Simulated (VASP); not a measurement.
# CdTe (Cmcm) in VASP: single point with PBE

Aim: the single point of CdTe with PBE.

Everything below comes from runs of VASP 6.6.1. Logs are shortened: lines on timing, memory, paths and dates and some standing lists are left out, and cuts for length are marked.

### 1 The cell of the first run

It takes space group Cmcm (No. 63, orthorhombic). Conventional cell: a = 6.251 Å, b = 6.311 Å, c = 6.210 Å, α = 90.00°, β = 90.00°, γ = 90.00°. Within 4.2 Å of Cd (site symmetry m2m) lie 6 Te at 3.09 to 3.22 Å and 2 Cd at 4.19 Å. Within 4.1 Å of Te (site symmetry m2m) lie 6 Cd at 3.09 to 3.22 Å.

### 2 Single point, PBE (30.62 Å³/atom)

Contents of INCAR:

```
ALGO = Normal
EDIFF = 1E-7
ENCUT = 520
GGA = PE
ISIF = 2
ISMEAR = -1
LASPH = True
LCHARG = False
LREAL = False
LWAVE = False
NBANDS = 26
NELM = 100
PREC = Accurate
SIGMA = 0.05
```

Contents of KPOINTS:

```
k-points
0
Gamma
  9 9 6
```

Contents of POSCAR:

```
CdTe
1.0
    3.1254100081     -3.1553030168      0.0000000000
    3.1254100081      3.1553030168      0.0000000000
    0.0000000000      0.0000000000      6.2101068761
Cd Te
2 2
Direct
    0.2770300000      0.7229700000      0.7500000000
    0.7229700000      0.2770300000      0.2500000000
    0.7661370000      0.2338630000      0.7500000000
    0.2338630000      0.7661370000      0.2500000000
```

Potentials or basis: VASP PAW PBE potentials, release 64 (Cd, Te).

Run with:

```console
$ cat potpaw_PBE.64/Cd/POTCAR potpaw_PBE.64/Te/POTCAR > POTCAR
$ mpirun -np 1 vasp_std > vasp.out
```

OUTCAR:

```text
EDIFF = 1E-7
   ENCUT = 520
   GGA = PE
   ISIF = 2
   ISMEAR = -1
   LASPH = True
   LREAL = False
   NELM = 100
   PREC = Accurate

 ion  position               nearest neighbor table
   1  0.277  0.723  0.750-   3 3.09   4 3.12   4 3.12   3 3.13   3 3.13   3 3.22
   2  0.723  0.277  0.250-   4 3.09   3 3.12   3 3.12   4 3.13   4 3.13   4 3.22
   3  0.766  0.234  0.750-   1 3.09   2 3.12   2 3.12   1 3.13   1 3.13   1 3.22
   4  0.234  0.766  0.250-   2 3.09   1 3.12   1 3.12   2 3.13   2 3.13   2 3.22

  LATTYP: Found a base centered orthorhombic cell.
 ALAT       =     6.2508200162
 B/A-ratio  =     1.0095645079
 C/A-ratio  =     0.9934867521

  Lattice vectors:

 A1 = (   3.1254100081,  -3.1553030168,   0.0000000000)
 A2 = (   3.1254100081,   3.1553030168,   0.0000000000)
 A3 = (   0.0000000000,   0.0000000000,   6.2101068761)

Analysis of symmetry for initial positions (statically):
=====================================================================
 Subroutine PRICEL returns:
 Original cell was already a primitive cell.

 Routine SETGRP: Setting up the symmetry group for a
 base centered orthorhombic supercell.

 Subroutine GETGRP returns: Found  8 space group operations
 (whereof  4 operations were pure point group operations)
 out of a pool of  8 trial point group operations.

The static configuration has the point symmetry C_2h.
 The point group associated with its full space group is D_2h.

Analysis of symmetry for dynamics (positions and initial velocities):
=====================================================================
 Subroutine PRICEL returns:
 Original cell was already a primitive cell.

 Routine SETGRP: Setting up the symmetry group for a
 base centered orthorhombic supercell.

 Subroutine GETGRP returns: Found  8 space group operations
 (whereof  4 operations were pure point group operations)
 out of a pool of  8 trial point group operations.

The dynamic configuration has the point symmetry C_2h.
 The point group associated with its full space group is D_2h.

 Subroutine INISYM returns: Found  8 space group operations
 (whereof  4 operations are pure point group operations),
 and found     1 'primitive' translations

----------------------------------------------------------------------------------------

                                     Primitive cell

  volume of cell :     122.4834

  direct lattice vectors                    reciprocal lattice vectors
     3.125410008 -3.155303017  0.000000000     0.159979010 -0.158463386  0.000000000
     3.125410008  3.155303017  0.000000000     0.159979010  0.158463386  0.000000000
     0.000000000  0.000000000  6.210106876     0.000000000  0.000000000  0.161027824

  length of vectors
     4.441185072  4.441185072  6.210106876     0.225175328  0.225175328  0.161027824

  position of ions in fractional coordinates (direct lattice)
     0.277030000  0.722970000  0.750000000
     0.722970000  0.277030000  0.250000000
     0.766137000  0.233863000  0.750000000
     0.233863000  0.766137000  0.250000000

  ion indices of the primitive-cell ions
   primitive index   ion index
                 1           1
                 2           2
                 3           3
                 4           4

----------------------------------------------------------------------------------------

 KPOINTS: k-points

Automatic generation of k-mesh.
 Grid dimensions read from file:
 generate k-points for:    9    9    6

 Generating k-lattice:

  Cartesian coordinates                     Fractional coordinates (reciprocal lattice)
     0.017775446 -0.017607043  0.000000000     0.111111111 -0.000000000  0.000000000
     0.017775446  0.017607043  0.000000000    -0.000000000  0.111111111  0.000000000
     0.000000000  0.000000000  0.026837971     0.000000000  0.000000000  0.166666667

  Length of vectors
     0.025019481  0.025019481  0.026837971

  Shift w.r.t. Gamma in fractional coordinates (k-lattice)
     0.000000000  0.000000000  0.000000000

 Subroutine IBZKPT returns following result:
 ===========================================

 Found    100 irreducible k-points:

 Following reciprocal coordinates:
            Coordinates               Weight
  0.000000  0.000000  0.000000      1.000000
  0.111111  0.000000  0.000000      4.000000
  0.222222  0.000000  0.000000      4.000000
  0.333333  0.000000  0.000000      4.000000
  0.444444  0.000000  0.000000      4.000000
  0.111111  0.111111  0.000000      2.000000
[... 16 lines left out ...]
 -0.333333  0.333333  0.000000      2.000000
  0.444444  0.444444  0.000000      2.000000
 [... further k-points ...]
   k-points           NKPTS =    100   k-points in BZ     NKDIM =    100   number of bands    NBANDS=     26
   number of dos      NEDOS =    301   number of ions     NIONS =      4
   total plane-waves  NPLWV =  62208
   dimension x,y,z NGX =    36 NGY =   36 NGZ =   48
   dimension x,y,z NGXF=    72 NGYF=   72 NGZF=   96
   ions per type =               2   2
   NGX,Y,Z   is equivalent  to a cutoff of  13.48, 13.48, 12.85 a.u.
   NGXF,Y,Z  is equivalent  to a cutoff of  26.95, 26.95, 25.70 a.u.
 SYSTEM =  unknown system
   PREC   = accura    normal or accurate (medium, high low for compatibility)
   ISTART =      0    job   : 0-new  1-cont  2-samecut
   ICHARG =      2    charge: 1-file 2-atom 10-const
   ISPIN  =      1    spin polarized calculation?
   LNONCOLLINEAR =      F non collinear calculations
   LSORBIT =      F    spin-orbit coupling
   LASPH  =      T    aspherical Exc in radial PAW
   ENCUT  =  520.0 eV  38.22 Ry    6.18 a.u.   8.26  8.26 11.55*2*pi/ulx,y,z
   NELM   =    100;   NELMIN=  2; NELMDL= -5     # of ELM steps
   EDIFF  = 0.1E-06   stopping-criterion for ELM
   LREAL  =      F    real-space projection
   EDIFFG = 0.1E-05   stopping-criterion for IOM
   NSW    =      0    number of steps for IOM
   IBRION =     -1    ionic relax: 0-MD 1-quasi-New 2-CG
   NFREE  =      0    steps in history (QN), initial steepest desc. (CG)
   ISIF   =      2    stress and relaxation
   ISYM   =      2    0-nonsym 1-usesym 2-fastsym
   POTIM  = 0.5000    time-step for ionic-motion
   TEBEG  =    0.0;   TEEND  =   0.0 temperature during run
   PSTRESS=    0.0 pullay stress
   NELECT =      36.0000    total number of electrons
   NUPDOWN=      -1.0000    fix difference up-down
   EMIN   =  10.00;   EMAX   =-10.00  energy-range for DOS
   EFERMI =   0.00;   METHOD = LEGACY
   ISMEAR =    -1;   SIGMA  =   0.05  broadening in eV -4-tet -1-fermi 0-gaus
   EFERMI_NEDOS =   21; number of points for ismear=-14 and -15
   IALGO  =     38    algorithm
   IMIX   =      4    mixing-type and parameters
     AMIX     =   0.40;   BMIX     =  1.00
     AMIX_MAG =   1.60;   BMIX_MAG =  1.00
  volume/ion in A,a.u.               =      30.62       206.64
  Fermi-wavevector in a.u.,A,eV,Ry     =   1.088470  2.056911 16.119744  1.184768
  Thomas-Fermi vector in A             =   2.224653
   LORBIT       =      0    0 simple, 1 ext, 2 COOP (PROOUT), +10 PAW based schemes
   GGA     = PE    functional components
   LHFCALC =     F    Hartree Fock is set to
   AEXX    =    0.0000 exact exchange contribution
   IVDW    =     0    specifies the selected vdW correction
   LEPSILON=     F    determine dielectric tensor
   LRPA    =     F    only Hartree local field effects (RPA)
 non-spin polarized calculation
  energy-cutoff  :      520.00
  volume of cell :      122.48
 maximum number of plane-waves:      3323
 NGX is ok and might be reduce to    36
   NGX = 17   NGY = 17   NGZ = 23

 number of electron      36.0000005 magnetization

 Free energy of the ion-electron system (eV)
  ---------------------------------------------------
  ext. energy  EPLUGINS =         0.00000000
  ---------------------------------------------------
  free energy    TOTEN  =        -8.83785789 eV

  energy without entropy =       -8.81925412  energy(sigma->0) =       -8.82855601

 E-fermi :   3.1945     XC(G=0):  -9.3782

 val. band max:        3.1930340642   @ k =   0.3333   0.0000   0.1667
 cond. band min:       3.2416112957   @ k =   0.3333   0.0000   0.0000
 fundamental gap:      0.0485772314
 Fermi energy:         3.1944907047

 k-point     1 :       0.0000    0.0000    0.0000
  band No.  band energies     occupation
      1      -7.9410      2.00000
      2      -7.2277      2.00000
      3      -4.9481      2.00000
      4      -4.9403      2.00000
      5      -4.9279      2.00000
      6      -4.9074      2.00000
[... 18 lines left out ...]
     25      10.6346      0.00000
     26      10.7752      0.00000

 k-point     2 :       0.1111    0.0000    0.0000
  band No.  band energies     occupation
      1      -7.8857      2.00000
      2      -7.2037      2.00000
      3      -4.9496      2.00000
      4      -4.9425      2.00000
      5      -4.9350      2.00000
      6      -4.9097      2.00000
[... 18 lines left out ...]
     25      10.2624      0.00000
     26      10.8603      0.00000

 k-point     3 :       0.2222    0.0000    0.0000
  band No.  band energies     occupation
      1      -7.7302      2.00000
      2      -7.1466      2.00000
      3      -4.9753      2.00000
      4      -4.9616      2.00000
      5      -4.9338      2.00000
      6      -4.9266      2.00000
[... 18 lines left out ...]
     25      10.1483      0.00000
     26      10.4552      0.00000

 k-point     4 :       0.3333    0.0000    0.0000
  band No.  band energies     occupation
      1      -7.5105      2.00000
      2      -7.1006      2.00000
      3      -5.0045      2.00000
      4      -4.9956      2.00000
      5      -4.9497      2.00000
      6      -4.9167      2.00000
[... 18 lines left out ...]
     25       9.0863      0.00000
     26      10.5530      0.00000
[... 496 lines left out ...]
      1      -7.2825      2.00000
      2      -7.1959      2.00000
      3      -4.9467      2.00000
      4      -4.9390      2.00000
      5      -4.9265      2.00000
      6      -4.9064      2.00000
[... 18 lines left out ...]
     25      11.4670      0.00000
     26      11.6822      0.00000

 k-point    23 :      -0.3333    0.3333    0.0000
  band No.  band energies     occupation
      1      -7.3591      2.00000
      2      -7.1546      2.00000
      3      -4.9522      2.00000
      4      -4.9404      2.00000
      5      -4.9275      2.00000
      6      -4.9043      2.00000
[... 18 lines left out ...]
     25      10.9254      0.00000
     26      11.0886      0.00000

 k-point    24 :       0.4444    0.4444    0.0000
  band No.  band energies     occupation
      1      -7.2544      2.00000
      2      -7.2338      2.00000
      3      -4.9556      2.00000
      4      -4.9477      2.00000
      5      -4.9054      2.00000
      6      -4.8924      2.00000
[... 18 lines left out ...]
     25      11.9849      0.00000
     26      12.0910      0.00000

 [... further k-points ...]
[... 5 lines left out ...]
  --------------------------------------------------------------------------------------
  -------------------------------------------------------------------------------------
  Total       -1.9146789     -1.9071234     -1.7241041      0.0000000      0.0000000      0.0000000
  in kB      -25.0454817    -24.9466499    -22.5526162      0.0000000      0.0000000      0.0000000
  external PRESSURE =     -24.1815826 kB  Pullay stress =       0.0000000 kB

 VOLUME and BASIS-vectors are now :
 -----------------------------------------------------------------------------
  energy-cutoff  :      520.00
  volume of cell :      122.48
      direct lattice vectors                 reciprocal lattice vectors
     3.125410008 -3.155303017  0.000000000     0.159979010 -0.158463386  0.000000000
     3.125410008  3.155303017  0.000000000     0.159979010  0.158463386  0.000000000
     0.000000000  0.000000000  6.210106876     0.000000000  0.000000000  0.161027824

 POSITION                                       TOTAL-FORCE (eV/Angst)
 -----------------------------------------------------------------------------------
      3.12541      1.40708      4.65758         0.000000      0.014222     -0.000000
      3.12541     -1.40708      1.55253         0.000000     -0.014222     -0.000000
      3.12541     -1.67949      4.65758         0.000000      0.083356      0.000000
      3.12541      1.67949      1.55253         0.000000     -0.083356     -0.000000
 -----------------------------------------------------------------------------------
    total drift:                               -0.000000     -0.000000      0.000000

  FREE ENERGIE OF THE ION-ELECTRON SYSTEM (eV)
  ---------------------------------------------------
  free  energy   TOTEN  =        -8.8378578916 eV

  energy  without entropy=       -8.8192541243  energy(sigma->0) =       -8.82855601
```

Wall time 5.2 min (1 thread of Intel Xeon 8259CL, shared host); peak memory 0.43 GiB.

What came out:

* Free energy: -8.8379 eV
* Pressure: -2.4 GPa
* Largest force: 0.083 eV/Å
* Band gap on the k mesh: zero (bands 18 and 19 overlap by 1.10 eV)

Forces on the atoms (eV/Å):
```
Cd   0.000  0.014  0.000
Cd   0.000 -0.014  0.000
Te   0.000  0.083  0.000
Te   0.000 -0.083  0.000
```

Caveat: spin-orbit coupling is left out, which moves the levels of the heavy elements.
